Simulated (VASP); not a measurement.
# Al32O (a cell with a defect) in VASP: single point with PBE+D3(BJ)

Aim: the single point of Al32O (a cell with a defect) with PBE+D3(BJ).

Everything below comes from runs of VASP 6.6.1. Logs are shortened: lines on timing, memory, paths and dates and some standing lists are left out, and cuts for length are marked.

**1. The cell of the first run**

The cell holds a defect, 33 atoms: a = 8.100 Å, b = 8.100 Å, c = 8.100 Å, α = 90.00°, β = 90.00°, γ = 90.00°.

**2. Single point, PBE+D3(BJ)**

File INCAR:

```
PREC = Accurate
ENCUT = 520
EDIFF = 1E-6
ISMEAR = -1
SIGMA = 0.1
LREAL = Auto
LASPH = True
NELM = 80
ALGO = Normal
ISIF = 2
LWAVE = False
LCHARG = False
GGA = PE
IVDW = 12
NBANDS = 73
```

File KPOINTS:

```
Automatic mesh
0
Gamma
  3 3 3
```

File POSCAR:

```
Al32O
1.0
    8.1000000000      0.0000000000      0.0000000000
    0.0000000000      8.1000000000      0.0000000000
    0.0000000000      0.0000000000      8.1000000000
Al O
32 1
Direct
    0.5044433333      0.0016980247      0.0020632099
    0.7481943210      0.2549654321     -0.0154060494
    0.7500914815      0.0106053086      0.2476366667
    0.0013308642      0.0064253086     -0.0003991358
    0.2575145679      0.2523661728     -0.0063629630
    0.5028535802      0.5061241975      0.0004701235
    0.7538506173      0.7531683951      0.0042374074
    0.2527381481     -0.0051048148      0.2528609877
    0.4867311111      0.2549785185      0.2457303704
    0.7506330864      0.5016492593      0.2481791358
    0.5018456790      0.0063648148      0.4990282716
    0.7474472840      0.2587482716      0.5358743210
    0.7552574074     -0.0050509877      0.7504640741
    0.0010461728      0.5000113580      0.0031332099
    0.2525576543      0.7527545679      0.0019360494
    0.0382977778      0.2587519753      0.2450239506
    0.2552819753      0.5137680247      0.2530137037
    0.5065904938      0.7531577778      0.2514533333
    0.0157812346     -0.0122780247      0.5134093827
    0.2529643210      0.2529841975      0.5067525926
    0.5054443210      0.5000474074      0.4987270370
    0.7533953086      0.7562004938      0.4983906173
    0.2585827160     -0.0003097531      0.7562569136
    0.4960887654      0.2523762963      0.7551908642
    0.7554133333      0.5136872840      0.7529650617
    0.0007206173      0.7562183951      0.2509996296
    0.0097081481      0.5176240741      0.5073425926
    0.2626760494      0.7511785185      0.5037539506
    0.0090612346      0.2529940741      0.7507071605
    0.2565319753      0.5057007407      0.7542061728
    0.5043150617      0.7527513580      0.7502361728
    0.0060850617      0.7511754321      0.7603577778
   -0.1576771605      0.2045685185      0.3398455556
```

Potentials or basis: VASP PAW PBE potentials, release 64 (Al, O).

Run with:

```
$ cat potpaw_PBE.64/Al/POTCAR potpaw_PBE.64/O/POTCAR > POTCAR
$ mpirun -np 1 vasp_std > vasp.out
```

OUTCAR:

```text
PREC = Accurate
   ENCUT = 520
   EDIFF = 1E-6
   ISMEAR = -1
   LREAL = Auto
   LASPH = True
   NELM = 80
   ISIF = 2
   GGA = PE
   IVDW = 12
 IVDW          = 12

 ion  position               nearest neighbor table
   1  0.504  0.002  0.002-   3 2.81  23 2.82   9 2.85  24 2.85   2 2.85   5 2.85  18 2.85   7 2.85
                            31 2.87  15 2.87  13 2.88   8 2.88
   2  0.748  0.255  0.985-  24 2.76  25 2.81  13 2.83  29 2.84   6 2.85   1 2.85  14 2.86   4 2.88
                             3 2.91  10 2.92   9 2.99  16 3.16
   3  0.750  0.011  0.248-  33 1.89   1 2.81   4 2.86  11 2.86   7 2.87  18 2.87  26 2.89  22 2.89
                             2 2.91   9 2.91  19 3.05  16 3.08  12 3.08
   4  0.001  0.006  1.000-  32 2.83  13 2.84  29 2.84   3 2.86  16 2.87   7 2.87  23 2.87  26 2.87
                             2 2.88   5 2.88  15 2.89   8 2.89
   5  0.258  0.252  0.994-  16 2.70  24 2.73   9 2.76  23 2.81  29 2.81  30 2.82   1 2.85   6 2.86
                             4 2.88  14 2.89   8 2.96  17 2.98
   6  0.503  0.506  0.000-  30 2.82  10 2.84  31 2.85  15 2.85   9 2.85   2 2.85  18 2.85   7 2.85
                            24 2.86   5 2.86  25 2.86  17 2.87
   7  0.754  0.753  0.004-  25 2.81  26 2.83  18 2.83  10 2.84  13 2.84  32 2.84   1 2.85   6 2.85
                            14 2.87   4 2.87   3 2.87  31 2.88
   8  0.253  0.995  0.253-  16 2.75  26 2.81  15 2.82  28 2.83   9 2.83  11 2.84  18 2.84  19 2.85
                             1 2.88   4 2.89  20 2.93   5 2.96
   9  0.487  0.255  0.246-   5 2.76  17 2.81   8 2.83  20 2.84   6 2.85   1 2.85  21 2.86  11 2.88
[... 32 lines left out ...]
                             6 2.86  21 2.89  29 2.95  24 2.98
  26  0.001  0.756  0.251-   8 2.81   7 2.83  22 2.83  19 2.84  27 2.84  17 2.85  15 2.87   4 2.87
                            14 2.89  10 2.89   3 2.89  28 2.95
  27  0.010  0.518  0.507-  28 2.79  32 2.79  30 2.83  22 2.84  26 2.84  17 2.86  25 2.86  20 2.91
                            29 2.91  10 2.97  12 2.99  16 2.99
  28  0.263  0.751  0.504-  19 2.77  27 2.79  31 2.80  17 2.80  21 2.83  11 2.83   8 2.83  30 2.84
                            18 2.84  23 2.87  32 2.94  26 2.95
  29  0.009  0.253  0.751-  12 2.74  20 2.79   5 2.81   2 2.84   4 2.84  14 2.86  30 2.87  23 2.88
                            19 2.88  27 2.91  13 2.93  25 2.95
  30  0.257  0.506  0.754-   6 2.82   5 2.82  24 2.82  27 2.83  15 2.83  31 2.83  32 2.84  28 2.84
                            20 2.87  29 2.87  21 2.89  14 2.89
  31  0.504  0.753  0.750-  28 2.80  25 2.81  23 2.82  13 2.82  30 2.83   6 2.85   1 2.87  22 2.87
                            15 2.88   7 2.88  21 2.89  11 2.89
  32  0.006  0.751  0.760-  19 2.77  27 2.79  15 2.80  25 2.80  14 2.83   4 2.83  13 2.83  30 2.84
                             7 2.84  23 2.87  28 2.94  22 2.95
  33  0.842  0.205  0.340-  16 1.82  12 1.82   3 1.89  10 2.63  19 2.65

  LATTYP: Found a simple cubic cell.
 ALAT       =     8.1000000000

  Lattice vectors:

 A1 = (   8.1000000000,   0.0000000000,   0.0000000000)
 A2 = (   0.0000000000,   8.1000000000,   0.0000000000)
 A3 = (   0.0000000000,   0.0000000000,   8.1000000000)

Analysis of symmetry for initial positions (statically):
=====================================================================
 Subroutine PRICEL returns:
 Original cell was already a primitive cell.

 Routine SETGRP: Setting up the symmetry group for a
 simple cubic supercell.

 Subroutine GETGRP returns: Found  1 space group operations
 (whereof  1 operations were pure point group operations)
 out of a pool of 48 trial point group operations.

The static configuration has the point symmetry C_1 .

Analysis of symmetry for dynamics (positions and initial velocities):
=====================================================================
 Subroutine PRICEL returns:
 Original cell was already a primitive cell.

 Routine SETGRP: Setting up the symmetry group for a
 simple cubic supercell.

 Subroutine GETGRP returns: Found  1 space group operations
 (whereof  1 operations were pure point group operations)
 out of a pool of 48 trial point group operations.

The dynamic configuration has the point symmetry C_1 .

 Subroutine INISYM returns: Found  1 space group operations
 (whereof  1 operations are pure point group operations),
 and found     1 'primitive' translations

----------------------------------------------------------------------------------------

                                     Primitive cell

  volume of cell :     531.4410
[... 91 lines left out ...]
     0.041152263  0.000000000  0.000000000     0.333333333  0.000000000  0.000000000
     0.000000000  0.041152263  0.000000000     0.000000000  0.333333333  0.000000000
     0.000000000  0.000000000  0.041152263     0.000000000  0.000000000  0.333333333

  Length of vectors
     0.041152263  0.041152263  0.041152263

  Shift w.r.t. Gamma in fractional coordinates (k-lattice)
     0.000000000  0.000000000  0.000000000

 Subroutine IBZKPT returns following result:
 ===========================================

 Found     14 irreducible k-points:

 Following reciprocal coordinates:
            Coordinates               Weight
  0.000000  0.000000  0.000000      1.000000
  0.333333  0.000000  0.000000      2.000000
  0.000000  0.333333  0.000000      2.000000
  0.000000  0.000000  0.333333      2.000000
  0.333333  0.333333  0.000000      2.000000
  0.000000  0.333333  0.333333      2.000000
  0.333333  0.000000  0.333333      2.000000
 -0.333333  0.333333  0.000000      2.000000
 -0.333333  0.000000  0.333333      2.000000
  0.000000 -0.333333  0.333333      2.000000
  0.333333  0.333333  0.333333      2.000000
 -0.333333  0.333333  0.333333      2.000000
 -0.333333 -0.333333  0.333333      2.000000
  0.333333 -0.333333  0.333333      2.000000
   k-points           NKPTS =     14   k-points in BZ     NKDIM =     14   number of bands    NBANDS=     73
   number of dos      NEDOS =    301   number of ions     NIONS =     33
   total plane-waves  NPLWV = 216000
   dimension x,y,z NGX =    60 NGY =   60 NGZ =   60
   dimension x,y,z NGXF=   120 NGYF=  120 NGZF=  120
   ions per type =              32   1
   NGX,Y,Z   is equivalent  to a cutoff of  12.31, 12.31, 12.31 a.u.
   NGXF,Y,Z  is equivalent  to a cutoff of  24.63, 24.63, 24.63 a.u.
 SYSTEM =  unknown system
   PREC   = accura    normal or accurate (medium, high low for compatibility)
   ISTART =      0    job   : 0-new  1-cont  2-samecut
   ICHARG =      2    charge: 1-file 2-atom 10-const
   ISPIN  =      1    spin polarized calculation?
   LNONCOLLINEAR =      F non collinear calculations
   LSORBIT =      F    spin-orbit coupling
   LASPH  =      T    aspherical Exc in radial PAW
   ENCUT  =  520.0 eV  38.22 Ry    6.18 a.u.  15.06 15.06 15.06*2*pi/ulx,y,z
   NELM   =     80;   NELMIN=  2; NELMDL= -5     # of ELM steps
   EDIFF  = 0.1E-05   stopping-criterion for ELM
   LREAL  =      T    real-space projection
   EDIFFG = 0.1E-04   stopping-criterion for IOM
   NSW    =      0    number of steps for IOM
   IBRION =     -1    ionic relax: 0-MD 1-quasi-New 2-CG
   NFREE  =      0    steps in history (QN), initial steepest desc. (CG)
   ISIF   =      2    stress and relaxation
   ISYM   =      2    0-nonsym 1-usesym 2-fastsym
   POTIM  = 0.5000    time-step for ionic-motion
   TEBEG  =    0.0;   TEEND  =   0.0 temperature during run
   PSTRESS=    0.0 pullay stress
   NELECT =     102.0000    total number of electrons
   NUPDOWN=      -1.0000    fix difference up-down
   EMIN   =  10.00;   EMAX   =-10.00  energy-range for DOS
   EFERMI =   0.00;   METHOD = LEGACY
   ISMEAR =    -1;   SIGMA  =   0.10  broadening in eV -4-tet -1-fermi 0-gaus
   EFERMI_NEDOS =   21; number of points for ismear=-14 and -15
   IALGO  =     38    algorithm
   IMIX   =      4    mixing-type and parameters
     AMIX     =   0.40;   BMIX     =  1.00
     AMIX_MAG =   1.60;   BMIX_MAG =  1.00
  volume/ion in A,a.u.               =      16.10       108.68
  Fermi-wavevector in a.u.,A,eV,Ry     =   0.944329  1.784523 12.133087  0.891757
  Thomas-Fermi vector in A             =   2.072123
   LORBIT       =      0    0 simple, 1 ext, 2 COOP (PROOUT), +10 PAW based schemes
   GGA     = PE    functional components
   LHFCALC =     F    Hartree Fock is set to
   AEXX    =    0.0000 exact exchange contribution
   IVDW    =    12    specifies the selected vdW correction
   LEPSILON=     F    determine dielectric tensor
   LRPA    =     F    only Hartree local field effects (RPA)
 non-spin polarized calculation
  energy-cutoff  :      520.00
  volume of cell :      531.44
 maximum number of plane-waves:     14358
   NGX = 31   NGY = 31   NGZ = 31

 number of electron     101.9999999 magnetization

 Free energy of the ion-electron system (eV)
  ---------------------------------------------------
  ext. energy  EPLUGINS =         0.00000000
  ---------------------------------------------------
  free energy    TOTEN  =      -128.19293145 eV

  energy without entropy =     -127.85122273  energy(sigma->0) =     -128.02207709

 E-fermi :   7.9807     XC(G=0): -10.2348

 val. band max:        7.9751305293   @ k =   0.3333   0.3333   0.0000
 cond. band min:       7.9822994152   @ k =   0.3333   0.0000   0.3333
 fundamental gap:      0.0071688859
 Fermi energy:         7.9806509634

 k-point     1 :       0.0000    0.0000    0.0000
  band No.  band energies     occupation
      1     -12.7796      2.00000
      2      -2.9829      2.00000
      3      -1.1890      2.00000
      4      -1.0514      2.00000
      5      -0.9631      2.00000
      6      -0.8990      2.00000
[... 913 lines left out ...]
     62       9.8012      0.00000
     63       9.8211      0.00000
 [bands above 63 left out]

------------------------ aborting loop because EDIFF is reached ----------------------------------------

 Edisp (eV)  -10.91384

 E8    (eV) :    -4.8579

  FORCE on cell =-STRESS in cart. coord.  units (eV):
  Direction    XX          YY          ZZ          XY          YZ          ZX
  --------------------------------------------------------------------------------------
  -------------------------------------------------------------------------------------
  Total      -6.50975    -8.18051    -6.49968    -0.17187    -0.16708     0.46210
  in kB     -19.62546   -24.66244   -19.59511    -0.51814    -0.50370     1.39314
  external pressure =      -21.29 kB  Pullay stress =        0.00 kB

 VOLUME and BASIS-vectors are now :
 -----------------------------------------------------------------------------
  energy-cutoff  :      520.00
  volume of cell :      531.44
      direct lattice vectors                 reciprocal lattice vectors
     8.100000000  0.000000000  0.000000000     0.123456790  0.000000000  0.000000000
     0.000000000  8.100000000  0.000000000     0.000000000  0.123456790  0.000000000
     0.000000000  0.000000000  8.100000000     0.000000000  0.000000000  0.123456790

 POSITION                                       TOTAL-FORCE (eV/Angst)
 -----------------------------------------------------------------------------------
      4.08599      0.01375      0.01671        -0.002717      0.014688     -0.000210
      6.06037      2.06522      7.97521         0.004289      0.041270      0.058555
      6.07574      0.08590      2.00586        -0.046857     -0.097783     -0.041048
      0.01078      0.05204      8.09677         0.014492      0.002464     -0.042761
      2.08587      2.04417      8.04846         0.003978     -0.004016      0.009512
      4.07311      4.09961      0.00381        -0.026968      0.030427     -0.025632
[... 25 lines left out ...]
      0.04929      6.08452      6.15890         0.002222     -0.022782     -0.007590
      6.82281      1.65700      2.75275         0.160728     -0.750577      0.174799
 -----------------------------------------------------------------------------------
    total drift:                               -0.013476     -0.010804      0.008689

  FREE ENERGIE OF THE ION-ELECTRON SYSTEM (eV)
  ---------------------------------------------------
  free  energy   TOTEN  =      -139.1067701089 eV

  energy  without entropy=     -138.7650613890  energy(sigma->0) =     -138.93591575
```

Run time: 35 min. Hardware: 1 thread of AMD EPYC 7R13 (Zen 3), shared host; peak memory 0.62 GiB.

Results:

```yaml
Free_energy: -139.1068 eV
Pressure: -2.1 GPa
Largest_force: 0.787 eV/Å
Band_gap_on_the_k_mesh: zero (band 51 reaches 8.18 eV, above the bottom of band 52 at 7.85 eV)
Dispersion_energy_per_atom: -0.331 eV
```

Forces in eV/Å, atoms in the order of the input:
```
Al  -0.003  0.015  0.000
Al   0.004  0.041  0.059
Al  -0.047 -0.098 -0.041
Al   0.014  0.002 -0.043
Al   0.004 -0.004  0.010
Al  -0.027  0.030 -0.026
Al  -0.002  0.009 -0.029
Al  -0.012  0.051 -0.004
Al   0.063  0.038  0.011
Al  -0.035  0.210 -0.034
Al  -0.035  0.006  0.010
Al  -0.041  0.105 -0.061
Al  -0.003  0.049 -0.016
Al   0.009  0.021  0.017
Al   0.007  0.007  0.003
Al  -0.057  0.105 -0.037
Al   0.030  0.011 -0.001
Al  -0.027  0.011  0.001
Al   0.034  0.024  0.033
Al   0.007  0.007 -0.016
Al   0.015  0.019  0.003
Al  -0.002  0.060  0.015
Al   0.015  0.005  0.016
Al   0.008 -0.005  0.001
Al  -0.001  0.011  0.028
Al   0.016  0.059  0.002
Al  -0.060 -0.014 -0.057
Al  -0.008 -0.021  0.002
Al  -0.013  0.007  0.005
Al  -0.020  0.002 -0.022
Al   0.002  0.007  0.003
Al   0.002 -0.023 -0.008
O    0.161 -0.751  0.175
```
